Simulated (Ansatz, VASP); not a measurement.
# One calculation of SrO, two programs

```
Sr O
1.0
     4.18944    0.00000    0.00000
    -2.09472    3.62816    0.00000
     0.00000    0.00000    5.04956
Sr O
2 2
Direct
  0.33333 0.66667 0.75000
  0.66667 0.33333 0.25000
  0.33333 0.66667 0.25000
  0.66667 0.33333 0.75000
```

Alike in both runs: functional LDA; k mesh 12 × 12 × 8; occupations gaussian, width 0.02 eV; no spin polarisation.

Ansatz relaxed the structure, and its values are those at the end. VASP's run is a single point on that final structure, the one shown.

```csv
,VASP,Ansatz
version,VASP 6.6.1,Ansatz 0.2.0
potentials or method,"VASP PAW LDA potentials, release 64 (Sr_sv, O), cutoff 520 eV","scalar-relativistic, plane waves, PAW"
valence electrons in the cell,32,32
```

Ansatz gave:

| Item | Value |
| --- | --- |
| gap on the k mesh at the Fermi level (eV) | 2.64 |
| least direct gap on the mesh (eV) | 2.64 |
| pressure (GPa) | 0.0 |

Q: Estimate VASP's values.

A: gap on the k mesh at the Fermi level (eV): 2.63; least direct gap on the mesh (eV): 2.63; pressure (GPa): 0.7.

LDA's correlation is that of Perdew and Zunger in VASP and of Perdew and Wang (1992) in Ansatz.
